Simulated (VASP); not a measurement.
# AgBr in VASP: settings compared, part 2 of 2

VASP 6.6.1. The steps go on from the part before.

## Step 3: Single point, PBE (strain along [111] -1.3%)

INCAR reads:

```
  PREC = Accurate
  ENCUT = 500
  EDIFF = 1E-6
  ISMEAR = -1
  SIGMA = 0.02
  LREAL = False
  LASPH = True
  NELM = 120
  ALGO = Normal
  ISIF = 2
  LWAVE = False
  LCHARG = False
  GGA = PE
  NBANDS = 16
  GGA_COMPAT = False
```

KPOINTS reads:

```
regular mesh
0
Gamma
  8 8 8
```

POSCAR reads:

```
AgBr
1.0
   -0.0258417510      2.8668915753      2.8668915753
    2.8668915753     -0.0258417510      2.8668915753
    2.8668915753      2.8668915753     -0.0258417510
Ag Br
1 1
Direct
    0.0000000000      0.0000000000      0.0000000000
    0.5000000000      0.5000000000      0.5000000000
```

Potentials or basis: VASP PAW PBE potentials, release 64 (Ag, Br).

On the command line:

```console
$ cat potpaw_PBE.64/Ag/POTCAR potpaw_PBE.64/Br/POTCAR > POTCAR
$ mpirun -np 1 vasp_std > vasp.out
```

OUTCAR:

```text
PREC = Accurate
   ENCUT = 500
   EDIFF = 1E-6
   ISMEAR = -1
   LREAL = False
   LASPH = True
   NELM = 120
   ISIF = 2
   GGA = PE

 ion  position               nearest neighbor table
   1  0.000  0.000  0.000-   2 2.88   2 2.88   2 2.88   2 2.88   2 2.88   2 2.88
   2  0.500  0.500  0.500-   1 2.88   1 2.88   1 2.88   1 2.88   1 2.88   1 2.88

  LATTYP: Found a trigonal (rhomboedric) cell.
 ALAT       =     4.0544793014
 COS(alpha) =     0.4909661975

  Lattice vectors:

 A1 = (  -0.0258417510,   2.8668915753,   2.8668915753)
 A2 = (   2.8668915753,  -0.0258417510,   2.8668915753)
 A3 = (   2.8668915753,   2.8668915753,  -0.0258417510)

Analysis of symmetry for initial positions (statically):
=====================================================================
 Subroutine PRICEL returns:
 Original cell was already a primitive cell.

 Routine SETGRP: Setting up the symmetry group for a
 trigonal (rhombohedral) supercell.

 Subroutine GETGRP returns: Found 12 space group operations
 (whereof 12 operations were pure point group operations)
 out of a pool of 12 trial point group operations.

The static configuration has the point symmetry D_3d.

Analysis of symmetry for dynamics (positions and initial velocities):
=====================================================================
 Subroutine PRICEL returns:
 Original cell was already a primitive cell.

 Routine SETGRP: Setting up the symmetry group for a
 trigonal (rhombohedral) supercell.

 Subroutine GETGRP returns: Found 12 space group operations
 (whereof 12 operations were pure point group operations)
 out of a pool of 12 trial point group operations.

The dynamic configuration has the point symmetry D_3d.

 Subroutine INISYM returns: Found 12 space group operations
 (whereof 12 operations are pure point group operations),
 and found     1 'primitive' translations

[... 109 lines left out ...]
   ISMEAR =    -1;   SIGMA  =   0.02  broadening in eV -4-tet -1-fermi 0-gaus
   EFERMI_NEDOS =   21; number of points for ismear=-14 and -15
   IALGO  =     38    algorithm
   IMIX   =      4    mixing-type and parameters
     AMIX     =   0.40;   BMIX     =  1.00
     AMIX_MAG =   1.60;   BMIX_MAG =  1.00
  volume/ion in A,a.u.               =      23.88       161.16
  Fermi-wavevector in a.u.,A,eV,Ry     =   1.182498  2.234596 19.025031  1.398300
  Thomas-Fermi vector in A             =   2.318750
   LORBIT       =      0    0 simple, 1 ext, 2 COOP (PROOUT), +10 PAW based schemes
   GGA     = PE    functional components
   LHFCALC =     F    Hartree Fock is set to
   AEXX    =    0.0000 exact exchange contribution
   IVDW    =     0    specifies the selected vdW correction
   LEPSILON=     F    determine dielectric tensor
   LRPA    =     F    only Hartree local field effects (RPA)
 non-spin polarized calculation
  energy-cutoff  :      500.00
  volume of cell :       47.76
 maximum number of plane-waves:      1243
 NGX is ok and might be reduce to    30
   NGX = 15   NGY = 15   NGZ = 15

 number of electron      18.0000002 magnetization

 Free energy of the ion-electron system (eV)
  ---------------------------------------------------
  ext. energy  EPLUGINS =         0.00000000
  ---------------------------------------------------
  free energy    TOTEN  =        -4.98908359 eV

  energy without entropy =       -4.98908359  energy(sigma->0) =       -4.98908359

 E-fermi :   3.8570     XC(G=0):  -9.8097

 val. band max:        3.5046180756   @ k =   0.5000   0.0000   0.0000
 cond. band min:       4.1713722237   @ k =   0.0000   0.0000   0.0000
 fundamental gap:      0.6667541481
 Fermi energy:         3.8570358613

 k-point     1 :       0.0000    0.0000    0.0000
  band No.  band energies     occupation
      1     -11.5185      2.00000
      2       0.7344      2.00000
      3       0.7344      2.00000
      4       0.7467      2.00000
      5       0.7467      2.00000
      6       0.7550      2.00000
[... 433 lines left out ...]
      3      -0.4351      2.00000
      4      -0.0354      2.00000
      5       0.8953      2.00000
      6       0.9735      2.00000
[... 8 lines left out ...]
     15      15.8845      0.00000
     16      16.5761      0.00000

 [... further k-points ...]

------------------------ aborting loop because EDIFF is reached ----------------------------------------

  FORCE on cell =-STRESS in cart. coord.  units (eV):
  Direction    XX          YY          ZZ          XY          YZ          ZX
  --------------------------------------------------------------------------------------
  -------------------------------------------------------------------------------------
  Total        0.5323125      0.5323125      0.5323125      0.0178266      0.0178266      0.0178266
  in kB       17.8558665     17.8558665     17.8558665      0.5979735      0.5979735      0.5979735
  external PRESSURE =      17.8558665 kB  Pullay stress =       0.0000000 kB

 VOLUME and BASIS-vectors are now :
 -----------------------------------------------------------------------------
  energy-cutoff  :      500.00
  volume of cell :       47.76
      direct lattice vectors                 reciprocal lattice vectors
    -0.025841751  2.866891575  2.866891575    -0.172064369  0.173629440  0.173629440
     2.866891575 -0.025841751  2.866891575     0.173629440 -0.172064369  0.173629440
     2.866891575  2.866891575 -0.025841751     0.173629440  0.173629440 -0.172064369

 POSITION                                       TOTAL-FORCE (eV/Angst)
 -----------------------------------------------------------------------------------
      0.00000      0.00000      0.00000        -0.000000      0.000000     -0.000000
      2.85397      2.85397      2.85397         0.000000     -0.000000      0.000000
 -----------------------------------------------------------------------------------
    total drift:                               -0.000000      0.000000      0.000000

  FREE ENERGIE OF THE ION-ELECTRON SYSTEM (eV)
  ---------------------------------------------------
  free  energy   TOTEN  =        -4.9890835895 eV

  energy  without entropy=       -4.9890835890  energy(sigma->0) =       -4.98908359
```

OSZICAR:

```text
N       E                     dE             d eps       ncg     rms          rms(c)
DAV:   1     0.958924441563E+02    0.95892E+02   -0.82589E+03  2144   0.970E+02
DAV:   2    -0.180124538152E+01   -0.97694E+02   -0.90292E+02  2592   0.210E+02
DAV:   3    -0.508968034192E+01   -0.32884E+01   -0.32827E+01  2584   0.408E+01
DAV:   4    -0.510652265258E+01   -0.16842E-01   -0.16842E-01  2584   0.316E+00
DAV:   5    -0.510668582624E+01   -0.16317E-03   -0.16317E-03  2576   0.305E-01    0.583E+00
DAV:   6    -0.499320102304E+01    0.11348E+00   -0.17879E-01  2552   0.599E+00    0.383E+00
DAV:   7    -0.498898619874E+01    0.42148E-02   -0.61058E-02  2360   0.163E+00    0.155E+00
DAV:   8    -0.498902881336E+01   -0.42615E-04   -0.40339E-03  2544   0.637E-01    0.256E-01
DAV:   9    -0.498905565150E+01   -0.26838E-04   -0.49964E-04  2584   0.234E-01    0.332E-02
DAV:  10    -0.498907701861E+01   -0.21367E-04   -0.34696E-05  2696   0.777E-02    0.196E-02
DAV:  11    -0.498908380624E+01   -0.67876E-05   -0.13563E-05  2432   0.293E-02    0.633E-03
DAV:  12    -0.498908358948E+01    0.21676E-06   -0.10086E-06  1808   0.964E-03
   1 F= -.49890836E+01 E0= -.49890836E+01  d E =-.455522E-09
```

stdout:

```text
POSCAR found type information on POSCAR AgBr
 POSCAR found :  2 types and       2 ions
 scaLAPACK will be used
 LDA part: xc-table for (Slater+PW92), standard interpolation
 POSCAR, INCAR and KPOINTS ok, starting setup
 FFT: planning ... GRIDC
 FFT: planning ... GRID_SOFT
 FFT: planning ... GRID
 WAVECAR not read
 entering main loop
```

Wall time 57 s (1 thread of Intel Xeon 8259CL, shared host); peak memory 0.2 GiB.

Results:

```yaml
Free_energy: -4.9891 eV
Pressure: 1.8 GPa
Band_gap_on_the_k_mesh: 0.67 eV (least direct gap 2.53 eV)
```

Stress tensor (GPa, compression positive):
```
1.79 0.06 0.06
0.06 1.79 0.06
0.06 0.06 1.79
```

Caveat: the cell differs from its parent crystal (strain along [111] -1.3%). A k mesh can miss the band edges.

## Step 4: Single point, r2SCAN (strain along [111] -1.3%)

POSCAR is that of step 3.

INCAR.step1 reads:

```
  PREC = Accurate
  ENCUT = 550
  ISMEAR = 0
  SIGMA = 0.01
  LREAL = False
  LASPH = True
  NELM = 120
  NBANDS = 16
  GGA = PE
  ALGO = Normal
  EDIFF = 1E-5
  LWAVE = True
  LCHARG = False
  GGA_COMPAT = False
```

INCAR.step2 reads:

```
  PREC = Accurate
  ENCUT = 550
  EDIFF = 1E-6
  ISMEAR = 0
  SIGMA = 0.01
  LREAL = False
  LASPH = True
  NELM = 120
  ALGO = Normal
  ISIF = 2
  LWAVE = False
  LCHARG = True
  METAGGA = R2SCAN
  LMIXTAU = True
  LELF = True
  LVHAR = True
  NBANDS = 16
  ISTART = 1
  GGA_COMPAT = False
```

KPOINTS is that of step 3.

On the command line:

```console
$ cat potpaw_PBE.64/Ag/POTCAR potpaw_PBE.64/Br/POTCAR > POTCAR
$ cp INCAR.step1 INCAR
$ mpirun -np 1 vasp_std > vasp.out
$ cp INCAR.step2 INCAR
$ mpirun -np 1 vasp_std > vasp.out
```

It took 3.5 min on 1 thread of Intel Xeon 8259CL, shared host; peak memory 0.22 GiB.

Results (log left out):

* Free energy: -35.5129 eV
* Pressure: 0.6 GPa
* Band gap on the k mesh: 1.24 eV (least direct gap 3.19 eV)

Stress tensor (GPa, compression positive):
```
0.57 0.06 0.06
0.06 0.57 0.06
0.06 0.06 0.57
```

Levels at points of the mesh, in eV from the valence-band top:
```tsv
k point	band 7	band 8	band 9	band 10	band 11	band 12
(0.00, 0.00, 0.00)	-2.02	-2.02	-1.95	1.24	10.36	10.36
(0.50, 0.00, 0.00)	-2.11	-0.02	0.00	4.28	7.15	7.36
(0.50, 0.50, 0.00)	-2.35	-2.35	-2.23	2.16	7.43	9.66
(0.50, 0.50, 0.50)	-2.08	0.00	0.00	4.21	7.19	7.29
```

Caveat: the cell differs from its parent crystal (strain along [111] -1.3%); the PAW data sets were made with another functional, which shifts forces and pressure a little.

## Step 5: Summary

| level | cell | cutoff (eV) | smearing | gap on the mesh (eV) | pressure (GPa) |
| --- | --- | --- | --- | --- | --- |
| PBE | a = 4.114, b = 4.114, c = 4.137 Å, angles 59.8, 59.8, 60.4°, 2 atoms | 500 | fermi-dirac 0.02 eV | 0.65 | 0.2 |
| PBE | a = 4.054 Å, angles 60.6°, 2 atoms | 500 | fermi-dirac 0.02 eV | 0.67 | 1.8 |
| r2SCAN | a = 4.054 Å, angles 60.6°, 2 atoms | 550 | gaussian 0.01 eV | 1.24 | 0.6 |

Alike in all rows: task single point; potentials or basis VASP PAW PBE potentials, release 64 (Ag, Br); no spin polarisation; k mesh 8 × 8 × 8.

Caveats: the PAW data sets were made with another functional, which shifts forces and pressure a little (at least some runs).

Total energies depend on the potentials used, so only differences within one code and one set of settings carry meaning.
